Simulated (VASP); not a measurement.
# MgS (P1) in VASP: notebook, part 2 of 2

VASP 6.6.1. The steps go on from the part before.

**3. Single point, PBE-based screened hybrid**

File POSCAR:

```
MgS
1.0
    0.0667560700      2.5184650300      2.7068920500
    3.0521833800      0.1936562600      2.5799918600
    3.3922924900      2.7316739500     -0.1464528500
Mg S
1 1
Direct
    0.9960441600      0.0048933100      0.0057007100
    0.7539558400      0.7451066900      0.7442992900
```

File INCAR.step1:

```
PREC = Accurate
ENCUT = 520
EDIFF = 1E-5
ISMEAR = -1
SIGMA = 0.05
LREAL = False
LASPH = True
NELM = 100
ALGO = Normal
ISIF = 2
LWAVE = True
GGA = PE
NBANDS = 11
```

File INCAR.step2:

```
PREC = Accurate
ENCUT = 520
EDIFF = 1E-7
ISMEAR = -1
SIGMA = 0.05
LREAL = False
LASPH = True
NELM = 100
ALGO = Normal
ISIF = 2
LWAVE = False
LCHARG = True
GGA = PE
LHFCALC = True
AEXX = 0.3
HFSCREEN = 0.2
PRECFOCK = Normal
LELF = True
LVHAR = True
ISTART = 1
NBANDS = 11
```

File KPOINTS:

```
regular mesh
0
Gamma
  5 5 4
```

Potentials or basis: VASP PAW PBE potentials, release 64 (Mg, S).

The run is started by

```bash
$ cat potpaw_PBE.64/Mg/POTCAR potpaw_PBE.64/S/POTCAR > POTCAR
$ cp INCAR.step1 INCAR
$ mpirun -np 1 vasp_std > vasp.out
$ cp INCAR.step2 INCAR
$ mpirun -np 1 vasp_std > vasp.out
```

OUTCAR:

```text
PREC = Accurate
   ENCUT = 520
   EDIFF = 1E-7
   ISMEAR = -1
   LREAL = False
   LASPH = True
   NELM = 100
   ISIF = 2
   GGA = PE
   LHFCALC = True
   AEXX = 0.3
   HFSCREEN = 0.2
   PRECFOCK = Normal
   ISTART = 1

 ion  position               nearest neighbor table
   1  0.996  0.005  0.006-   2 2.21   2 2.45   2 2.53   2 2.60
   2  0.754  0.745  0.744-   1 2.21   1 2.45   1 2.53   1 2.60

  LATTYP: Found a triclinic cell.
 ALAT       =     6.1157518974
 B/A-ratio  =     0.6116035524
[... 527 lines left out ...]
      5       7.0590      0.00000
      6       8.3607      0.00000
      7       9.4725      0.00000
      8      12.4443      0.00000
      9      13.9272      0.00000
     10      15.4205      0.00000
     11      16.7555      0.00000

 [... further k-points ...]
[... 5 lines left out ...]
  --------------------------------------------------------------------------------------
  -------------------------------------------------------------------------------------
  Total       -0.2738379      1.3928970      1.6016960     -2.3348103     -0.7687192      1.7094184
  in kB      -10.0891852     51.3194063     59.0123205    -86.0229275    -28.3224176     62.9812081
  external PRESSURE =      33.4141805 kB  Pullay stress =       0.0000000 kB

 VOLUME and BASIS-vectors are now :
 -----------------------------------------------------------------------------
  energy-cutoff  :      520.00
  volume of cell :       43.49
      direct lattice vectors                 reciprocal lattice vectors
     0.066756070  2.518465030  2.706892050    -0.162720929  0.211542094  0.176623683
     3.052183380  0.193656260  2.579991860     0.178522041 -0.211387060  0.192269762
     3.392292490  2.731673950 -0.146452850     0.137364512  0.186030643 -0.176468649

 POSITION                                       TOTAL-FORCE (eV/Angst)
 -----------------------------------------------------------------------------------
      0.10077      2.52502      2.70797        -0.993695      0.848860     -1.181271
      4.84941      4.07629      3.85424         0.993695     -0.848860      1.181271
 -----------------------------------------------------------------------------------
    total drift:                               -0.000059      0.000079      0.000053

  FREE ENERGIE OF THE ION-ELECTRON SYSTEM (eV)
  ---------------------------------------------------
  free  energy   TOTEN  =        -9.7646410409 eV

  energy  without entropy=       -9.7646410408  energy(sigma->0) =       -9.76464104
```

It took 14 min on 1 thread of Intel Xeon Platinum 8488C (Sapphire Rapids), shared host; peak memory 0.3 GiB.

Results:

* Free energy: -9.7646 eV
* Pressure: 3.3 GPa
* Largest force: 1.762 eV/Å
* Band gap on the k mesh: 3.99 eV, indirect (least direct gap 4.08 eV)

Forces on the atoms (eV/Å):
```
Mg  -0.994  0.849 -1.181
S    0.994 -0.849  1.181
```

Stress tensor (GPa, compression positive):
```
-1.01 -8.60  6.30
-8.60  5.13 -2.83
 6.30 -2.83  5.90
```

Caveat: the k points lie up to 0.46 Å⁻¹ apart; the PAW data sets were made with another functional, which shifts forces and pressure a little. A k mesh can miss the band edges.

**4. Single point, PBE-based screened hybrid**

POSCAR is that of step 3.

File INCAR.step1:

```
PREC     = Accurate       # precision mode
ENCUT    = 520            # plane-wave cutoff, eV
EDIFF    = 1E-5           # SCF threshold, eV
ISMEAR   = -1             # smearing method
SIGMA    = 0.05           # smearing width, eV
LREAL    = False          # projectors in reciprocal space
LASPH    = True           # aspherical terms in the spheres
NELM     = 60             # most SCF steps
ALGO     = Normal         # electronic algorithm
ISIF     = 2              # what is computed and relaxed
LWAVE    = True           # write WAVECAR
LCHARG   = False          # write CHGCAR
GGA      = PE             # functional
NBANDS   = 11             # bands
```

File INCAR.step2:

```
PREC     = Accurate       # precision mode
ENCUT    = 520            # plane-wave cutoff, eV
EDIFF    = 1E-6           # SCF threshold, eV
ISMEAR   = -1             # smearing method
SIGMA    = 0.05           # smearing width, eV
LREAL    = False          # projectors in reciprocal space
LASPH    = True           # aspherical terms in the spheres
NELM     = 60             # most SCF steps
ALGO     = Normal         # electronic algorithm
ISIF     = 2              # what is computed and relaxed
LWAVE    = False          # write WAVECAR
LCHARG   = False          # write CHGCAR
GGA      = PE             # functional
LHFCALC  = True           # exact exchange
AEXX     = 0.4            # exact-exchange fraction
HFSCREEN = 0.2            # screening, 1/A
PRECFOCK = Normal       
ISTART   = 1            
NBANDS   = 11             # bands
```

File KPOINTS:

```
Automatic mesh
0
Gamma
  5 5 4
```

The run is started by

```bash
$ cat potpaw_PBE.64/Mg/POTCAR potpaw_PBE.64/S/POTCAR > POTCAR
$ cp INCAR.step1 INCAR
$ mpirun -np 1 vasp_std > vasp.out
$ cp INCAR.step2 INCAR
$ mpirun -np 1 vasp_std > vasp.out
```

It took 19 min on 1 thread of Intel Xeon 6975P-C, shared host; peak memory 0.3 GiB.

Results (log left out):

| Quantity | Value |
| --- | --- |
| Free energy | -10.3371 eV |
| Pressure | 2.9 GPa |
| Largest force | 1.755 eV/Å |
| Band gap on the k mesh | 4.42 eV, indirect (least direct gap 4.52 eV) |

Forces on the atoms (eV/Å):
```
Mg  -0.997  0.844 -1.172
S    0.997 -0.844  1.172
```

Stress tensor (GPa, compression positive):
```
-1.57 -8.63  6.32
-8.63  4.81 -2.82
 6.32 -2.82  5.54
```

Levels at points of the mesh, in eV from the valence-band top:
```
           k point  band 2  band 3  band 4  band 5  band 6  band 7
(0.00, 0.00, 0.00)   -0.96   -0.46   -0.09    4.42    8.57    9.74
(0.00, 0.00, 0.50)   -4.36   -1.09    0.00    6.81    9.26    9.91
```

Caveat: the k points lie up to 0.46 Å⁻¹ apart; the PAW data sets were made with another functional, which shifts forces and pressure a little. A k mesh can miss the band edges.

**5. Single point, PBE-based screened hybrid**

POSCAR is that of step 4.

File INCAR.step1:

```
PREC = Accurate
ENCUT = 520
EDIFF = 1E-5
ISMEAR = -1
SIGMA = 0.05
LREAL = F
LASPH = T
NELM = 60
ALGO = Normal
ISIF = 2
LWAVE = T
GGA = PE
NBANDS = 11
```

File INCAR.step2:

```
PREC = Accurate
ENCUT = 520
EDIFF = 1E-7
ISMEAR = -1
SIGMA = 0.05
LREAL = F
LASPH = T
NELM = 60
ALGO = Normal
ISIF = 2
LWAVE = F
LCHARG = T
GGA = PE
LHFCALC = T
AEXX = 0.5
HFSCREEN = 0.2
PRECFOCK = Normal
LELF = T
LVHAR = T
ISTART = 1
NBANDS = 11
```

File KPOINTS:

```
regular mesh
0
Gamma
  5 5 4
```

The run is started by

```bash
$ cat potpaw_PBE.64/Mg/POTCAR potpaw_PBE.64/S/POTCAR > POTCAR
$ cp INCAR.step1 INCAR
$ mpirun -np 1 vasp_std > vasp.out
$ cp INCAR.step2 INCAR
$ mpirun -np 1 vasp_std > vasp.out
```

It took 21 min on 1 thread of Intel Xeon 6975P-C, shared host; peak memory 0.3 GiB.

The run converged. Its results:

```
Free energy            : -10.9155 eV
Pressure               : 2.5 GPa
Largest force          : 1.748 eV/Å
Band gap on the k mesh : 4.87 eV, indirect (least direct gap 4.96 eV)
```

Forces on the atoms (eV/Å):
```
Mg  -0.999  0.838 -1.164
S    0.999 -0.838  1.164
```

Stress tensor (GPa, compression positive):
```
-2.11 -8.66  6.34
-8.66  4.50 -2.80
 6.34 -2.80  5.19
```

Levels at points of the mesh, in eV from the valence-band top:
```
           k point  band 2  band 3  band 4  band 5  band 6  band 7
(0.00, 0.00, 0.00)   -0.97   -0.47   -0.10    4.87    9.06   10.24
(0.00, 0.00, 0.50)   -4.47   -1.12    0.00    7.27    9.75   10.43
```

Caveat: the k points lie up to 0.46 Å⁻¹ apart; the PAW data sets were made with another functional, which shifts forces and pressure a little.

**6. Summary**

| share of exact exchange | gap on the mesh (eV) | pressure (GPa) | largest force (eV/Å) |
| --- | --- | --- | --- |
| 0.25 | 3.78 | 3.5 | 1.76 |
| 0.3 | 3.99 | 3.3 | 1.76 |
| 0.4 | 4.42 | 2.9 | 1.75 |
| 0.5 | 4.87 | 2.5 | 1.75 |

Alike in all rows: task single point; level PBE-based screened hybrid; potentials or basis VASP PAW PBE potentials, release 64 (Mg, S); no spin polarisation; cell as given; k mesh 5 × 5 × 4; cutoff (eV) 520; smearing fermi-dirac 0.05 eV.

Caveats: all runs use coarse meshes; the PAW data sets were made with another functional, which shifts forces and pressure a little.

Total energies depend on the potentials used, so only differences within one code and one set of settings carry meaning.
